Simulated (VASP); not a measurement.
Runs of VASP 6.6.1 on GaP. The structure is that of space group F-43m (No. 216), or close to it. The cells are those of the table. 

```tsv
cell	gap on the mesh (eV)	pressure (GPa)
a = 3.952, b = 3.952, c = 3.854 Å, angles 60.8, 60.8, 58.4°, 2 atoms	1.31	(a)
a = 3.854 Å, angles 60.0°, 2 atoms	1.65	2.4
a = 3.806, b = 3.806, c = 3.854 Å, angles 59.6, 59.6, 60.8°, 2 atoms	1.39	4.8
a = 3.903, b = 3.903, c = 3.854 Å, angles 60.4, 60.4, 59.2°, 2 atoms	(b)	0.4
```

Alike in all rows: task single point; level PBE; potentials or basis VASP PAW PBE potentials, release 64 (Ga_d, P); no spin polarisation; k mesh 6 × 6 × 6; cutoff (eV) 500; smearing gaussian 0.05 eV.

Fill in the values left out.

(a) -1.4; (b) 1.53.

A k mesh can miss the band edges, and the runs leave out spin-orbit coupling on Ga.
